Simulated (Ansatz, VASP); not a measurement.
# Co in VASP and in Ansatz

INCAR

```
PREC = Accurate ; ENCUT = 600
EDIFF = 1E-6 ; ISMEAR = -1
SIGMA = 0.1 ; LREAL = F
LASPH = T ; NELM = 120
ALGO = Normal ; ISIF = 2
LWAVE = F ; LCHARG = F
GGA = RP ; NBANDS = 10
GGA_COMPAT = F
```

The input KPOINTS:

```
Automatic mesh
0
Gamma
  17 17 17
```

The input POSCAR:

```
Co
1.0
    0.0000000000      1.7427815101      1.7427815101
    1.7427815101      0.0000000000      1.7427815101
    1.7427815101      1.7427815101      0.0000000000
Co
1
Direct
    0.0000000000      0.0000000000      0.0000000000
```

Input for Ansatz:

```yaml
crystal:
  lattice:
    - [0.0, 1.7427815101, 1.7427815101]
    - [1.7427815101, 0.0, 1.7427815101]
    - [1.7427815101, 1.7427815101, 0.0]
  atoms:
    - { symbol: Co, position: [0.0, 0.0, 0.0] }
hamiltonian:
  xc: rpbe
  pseudopotentials:
    kind: paw
    azcp:
      Co: "pseudopotentials/Co.paw.azcp"
basis:
  ecutwfc: 420
  fft_grid_basis: typed
kpoints:
  mp_grid: { grid: [17, 17, 17], shift: [0, 0, 0] }
magnetization:
  spin_polarized: false
scf:
  occupations: { method: fermi_dirac, width: 0.1 }
  lower_state_search: "off"
output:
  stress: true
```

Alike in both runs: task single point; functional RPBE; k mesh 17 × 17 × 17; occupations fermi-dirac, width 0.1 eV; no spin polarisation.

```csv
,VASP,Ansatz
version,VASP 6.6.1,Ansatz 0.2.0
potentials or method,"VASP PAW PBE potentials, release 64 (Co), cutoff 600 eV","plane waves (420 eV) with PAW, scalar-relativistic"
valence electrons in the cell,9,17
```

VASP gave:

| Quantity | Value |
| --- | --- |
| pressure (GPa) | -0.5 |

Q: Which values does Ansatz return?

A: Pressure (GPa): 0.0.

VASP's potentials were made for PBE, not for RPBE. The functional is the same, so the differences come from potentials, cutoffs and numerics. VASP's potentials hold 9 valence electrons a cell and Ansatz's 17, so a difference there can come from the potentials and not from the codes.
